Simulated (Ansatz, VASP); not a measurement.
**ScAl3P2 in VASP and in Ansatz**

```
CELL_PARAMETERS angstrom
5.52630 0.00000 0.00000
0.00000 5.52630 0.00000
0.00000 0.00000 4.52175
ATOMIC_POSITIONS crystal
Sc 0.00000 0.00000 0.00000
Al 0.00000 0.50000 0.00000
Al 0.50000 0.00000 0.00000
Al 0.50000 0.50000 0.00000
P 0.00000 0.50000 0.50000
P 0.50000 0.00000 0.50000
```

Alike in both runs: functional PBE; k mesh 4 × 4 × 4; occupations gaussian, width 0.1 eV; no spin polarisation.

Ansatz relaxed the structure, and its values are those at the end. VASP's run is a single point on that final structure, the one shown.

|  | VASP | Ansatz |
| --- | --- | --- |
| version | VASP 6.6.1 | Ansatz 0.2.0 |
| potentials or method | VASP PAW PBE potentials, release 64 (Sc_sv, Al, P), cutoff 520 eV | scalar-relativistic, plane waves, PAW |
| valence electrons in the cell | 30 | 30 |

|  | VASP | Ansatz | Ansatz less VASP |
| --- | --- | --- | --- |
| gap on the k mesh at the Fermi level (eV) | none | none | - |
| pressure (GPa) | 0.0 | 0.0 | +0.03 |

A gap of «none» marks a metal or a gap that the smearing closes.
